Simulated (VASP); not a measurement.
# As in VASP: further runs, part 2 of 3

VASP 6.6.1.

### Step 3. Single point, PBE+D3(BJ)

INCAR reads:

```
SYSTEM = As
  ALGO = Normal
  DIPOL = 0.5 0.5 0.363
  EDIFF = 1E-6
  ENCUT = 520
  GGA = PE
  IDIPOL = 3
  ISIF = 2
  ISMEAR = 0
  IVDW = 12
  LASPH = .True.
  LCHARG = .False.
  LDIPOL = .True.
  LREAL = .False.
  LWAVE = .False.
  NBANDS = 18
  NELM = 80
  PREC = Accurate
  SIGMA = 0.05
```

KPOINTS reads:

```
k-points
0
Gamma
  9 9 1
  0 0 0
```

POSCAR reads:

```
As
1.0
    3.5713380906      0.0000000000      0.0000000000
   -1.7856690453      3.0928695120      0.0000000000
    0.0000000000      0.0000000000     20.2952802043
As
4
Direct
    0.3333333333      0.6666666667      0.2905917062
    0.6666666667      0.3333333333      0.2217264287
    0.8333333333      0.3333333333      0.5033327996
    0.5000000000      0.6666666667      0.4344675222
```

Potentials or basis: VASP PAW PBE potentials, release 64 (As).

The run is started by

```sh
> cat potpaw_PBE.64/As/POTCAR > POTCAR
> mpirun -np 1 vasp_std > vasp.out
```

OUTCAR:

```text
SYSTEM = As
   EDIFF = 1E-6
   ENCUT = 520
   GGA = PE
   ISIF = 2
   ISMEAR = 0
   IVDW = 12
   LASPH = .True.
   LREAL = .False.
   NELM = 80
   PREC = Accurate
 IVDW          = 12

 ion  position               nearest neighbor table
   1  0.333  0.667  0.291-   2 2.49   2 2.49   2 2.49
   2  0.667  0.333  0.222-   1 2.49   1 2.49   1 2.49
   3  0.833  0.333  0.503-   4 2.49   4 2.49   4 2.49
   4  0.500  0.667  0.434-   3 2.49   3 2.49   3 2.49

  LATTYP: Found a hexagonal cell.
 ALAT       =     3.5713380906
 C/A-ratio  =     5.6828224294

  Lattice vectors:

 A1 = (   3.5713380906,   0.0000000000,   0.0000000000)
 A2 = (  -1.7856690453,   3.0928695120,   0.0000000000)
 A3 = (   0.0000000000,   0.0000000000,  20.2952802043)

Analysis of symmetry for initial positions (statically):
=====================================================================
 Subroutine PRICEL returns:
 Original cell was already a primitive cell.

 Routine SETGRP: Setting up the symmetry group for a
 hexagonal supercell.

 Subroutine GETGRP returns: Found  2 space group operations
 (whereof  1 operations were pure point group operations)
 out of a pool of 24 trial point group operations.

The static configuration has the point symmetry C_1 .
 The point group associated with its full space group is C_2 .

Analysis of symmetry for dynamics (positions and initial velocities):
=====================================================================
 Subroutine PRICEL returns:
 Original cell was already a primitive cell.

 Routine SETGRP: Setting up the symmetry group for a
 hexagonal supercell.

 Subroutine GETGRP returns: Found  2 space group operations
 (whereof  1 operations were pure point group operations)
 out of a pool of 24 trial point group operations.

The dynamic configuration has the point symmetry C_1 .
 The point group associated with its full space group is C_2 .

 Subroutine INISYM returns: Found  2 space group operations
 (whereof  1 operations are pure point group operations),
 and found     1 'primitive' translations

----------------------------------------------------------------------------------------

                                     Primitive cell

  volume of cell :     224.1752

  direct lattice vectors                    reciprocal lattice vectors
     3.571338091  0.000000000  0.000000000     0.280007094  0.161662171  0.000000000
    -1.785669045  3.092869512  0.000000000     0.000000000  0.323324342  0.000000000
     0.000000000  0.000000000 20.295280204     0.000000000  0.000000000  0.049272540

  length of vectors
     3.571338091  3.571338091 20.295280204     0.323324342  0.323324342  0.049272540

  position of ions in fractional coordinates (direct lattice)
     0.333333333  0.666666667  0.290591706
     0.666666667  0.333333333  0.221726429
     0.833333333  0.333333333  0.503332800
     0.500000000  0.666666667  0.434467522

  ion indices of the primitive-cell ions
   primitive index   ion index
                 1           1
                 2           2
                 3           3
[... 31 lines left out ...]
  0.111111  0.000000  0.000000      4.000000
  0.000000  0.111111  0.000000      2.000000
  0.222222  0.000000  0.000000      4.000000
  0.000000  0.222222  0.000000      2.000000
  0.333333  0.000000  0.000000      4.000000
[... 16 lines left out ...]
 -0.222222 -0.444444  0.000000      4.000000
  0.444444  0.333333  0.000000      4.000000
   k-points           NKPTS =     25   k-points in BZ     NKDIM =     25   number of bands    NBANDS=     18
   number of dos      NEDOS =    301   number of ions     NIONS =      4
   total plane-waves  NPLWV = 125440
   dimension x,y,z NGX =    28 NGY =   28 NGZ =  160
   dimension x,y,z NGXF=    56 NGYF=   56 NGZF=  320
   ions per type =               4
   NGX,Y,Z   is equivalent  to a cutoff of  13.03, 13.03, 13.11 a.u.
   NGXF,Y,Z  is equivalent  to a cutoff of  26.07, 26.07, 26.21 a.u.
 SYSTEM =  As
   PREC   = accura    normal or accurate (medium, high low for compatibility)
   ISTART =      0    job   : 0-new  1-cont  2-samecut
   ICHARG =      2    charge: 1-file 2-atom 10-const
   ISPIN  =      1    spin polarized calculation?
   LNONCOLLINEAR =      F non collinear calculations
   LSORBIT =      F    spin-orbit coupling
   LASPH  =      T    aspherical Exc in radial PAW
   ENCUT  =  520.0 eV  38.22 Ry    6.18 a.u.   6.64  6.64 37.74*2*pi/ulx,y,z
   NELM   =     80;   NELMIN=  2; NELMDL= -5     # of ELM steps
   EDIFF  = 0.1E-05   stopping-criterion for ELM
   LREAL  =      F    real-space projection
   EDIFFG = 0.1E-04   stopping-criterion for IOM
   NSW    =      0    number of steps for IOM
   IBRION =     -1    ionic relax: 0-MD 1-quasi-New 2-CG
   NFREE  =      0    steps in history (QN), initial steepest desc. (CG)
   ISIF   =      2    stress and relaxation
   ISYM   =      2    0-nonsym 1-usesym 2-fastsym
   POTIM  = 0.5000    time-step for ionic-motion
   TEBEG  =    0.0;   TEEND  =   0.0 temperature during run
   PSTRESS=    0.0 pullay stress
   NELECT =      20.0000    total number of electrons
   NUPDOWN=      -1.0000    fix difference up-down
   EMIN   =  10.00;   EMAX   =-10.00  energy-range for DOS
   EFERMI =   0.00;   METHOD = LEGACY
   ISMEAR =     0;   SIGMA  =   0.05  broadening in eV -4-tet -1-fermi 0-gaus
   EFERMI_NEDOS =   21; number of points for ismear=-14 and -15
   IALGO  =     38    algorithm
   IMIX   =      4    mixing-type and parameters
     AMIX     =   0.40;   BMIX     =  1.00
     AMIX_MAG =   1.60;   BMIX_MAG =  1.00
  volume/ion in A,a.u.               =      56.04       378.20
  Fermi-wavevector in a.u.,A,eV,Ry     =   0.731513  1.382360  7.280639  0.535112
  Thomas-Fermi vector in A             =   1.823749
   LORBIT       =      0    0 simple, 1 ext, 2 COOP (PROOUT), +10 PAW based schemes
   GGA     = PE    functional components
   LHFCALC =     F    Hartree Fock is set to
   AEXX    =    0.0000 exact exchange contribution
   IVDW    =    12    specifies the selected vdW correction
   LEPSILON=     F    determine dielectric tensor
   LRPA    =     F    only Hartree local field effects (RPA)
 non-spin polarized calculation
 Gauss-broadening in eV      SIGMA  =   0.05
  energy-cutoff  :      520.00
  volume of cell :      224.18
 maximum number of plane-waves:      6099
   NGX = 13   NGY = 13   NGZ = 75

 dipolmoment           0.000000      0.000000      0.000001 electrons x Angstroem

 number of electron      20.0000002 magnetization

 dipolmoment           0.000000      0.000000     -0.000000 electrons x Angstroem

 Free energy of the ion-electron system (eV)
  ---------------------------------------------------
  ext. energy  EPLUGINS =         0.00000000
  ---------------------------------------------------
  free energy    TOTEN  =       -18.28639300 eV

  energy without entropy =      -18.28639234  energy(sigma->0) =      -18.28639267

 E-fermi :  -0.6026     XC(G=0):  -4.5890

 val. band max:       -0.7517826989   @ k =   0.1111   0.1111   0.0000
 cond. band min:      -0.4626751938   @ k =   0.0000   0.3333   0.0000
 fundamental gap:      0.2891075051
 Fermi energy:        -0.6025690836

 k-point     1 :       0.0000    0.0000    0.0000
  band No.  band energies     occupation
      1     -15.3819      2.00000
      2     -15.1380      2.00000
      3      -9.6180      2.00000
      4      -8.3140      2.00000
      5      -3.2395      2.00000
      6      -1.6644      2.00000
[... 481 lines left out ...]
      5      -5.8780      2.00000
      6      -5.5761      2.00000
[... 10 lines left out ...]
     17       5.5656      0.00000
     18       6.3860      0.00000

 [... further k-points ...]

------------------------ aborting loop because EDIFF is reached ----------------------------------------

 vacuum level on the upper side and lower side of the slab       (xc-potential included)        -0.132        -0.132

 Edisp (eV)   -1.14692

 E8    (eV) :    -0.5021

  FORCE on cell =-STRESS in cart. coord.  units (eV):
  Direction    XX          YY          ZZ          XY          YZ          ZX
  --------------------------------------------------------------------------------------
  -------------------------------------------------------------------------------------
  Total       1.12294     0.76538     2.82300     0.00000     0.00000     1.32983
  in kB       8.02566     5.47015    20.17591     0.00000     0.00000     9.50431
  external pressure =       11.22 kB  Pullay stress =        0.00 kB

 VOLUME and BASIS-vectors are now :
 -----------------------------------------------------------------------------
  energy-cutoff  :      520.00
  volume of cell :      224.18
      direct lattice vectors                 reciprocal lattice vectors
     3.571338091  0.000000000  0.000000000     0.280007094  0.161662171  0.000000000
    -1.785669045  3.092869512  0.000000000     0.000000000  0.323324342  0.000000000
     0.000000000  0.000000000 20.295280204     0.000000000  0.000000000  0.049272540

 POSITION                                       TOTAL-FORCE (eV/Angst)
 -----------------------------------------------------------------------------------
     -0.00000      2.06191      5.89764        -0.255991      0.006055     -0.517181
      1.78567      1.03096      4.50000        -0.101936     -0.006055     -0.232162
      2.38089      1.03096     10.21528         0.101936     -0.006055      0.232162
      0.59522      2.06191      8.81764         0.255991      0.006055      0.517181
 -----------------------------------------------------------------------------------
    total drift:                                0.000001      0.000020     -0.000004

  FREE ENERGIE OF THE ION-ELECTRON SYSTEM (eV)
  ---------------------------------------------------
  free  energy   TOTEN  =       -19.4333167524 eV

  energy  without entropy=      -19.4333160960  energy(sigma->0) =      -19.43331642

 vacuum level on the upper side and lower side of the slab         3.701         3.701
```

Run time: 2.5 min. Hardware: 1 thread of AMD EPYC 9R45 (Zen 5), shared host; peak memory 0.33 GiB.

What came out:

| Quantity | Value |
| --- | --- |
| Free energy | -19.4333 eV |
| Largest force | 0.577 eV/Å |
| Band gap on the k mesh | 0.29 eV, indirect (least direct gap 0.87 eV) |
| Dispersion energy per atom | -0.287 eV |

Forces on the atoms (eV/Å):
```
As  -0.256  0.006 -0.517
As  -0.102 -0.006 -0.232
As   0.102 -0.006  0.232
As   0.256  0.006  0.517
```

(Continued in part 3 of 3.)
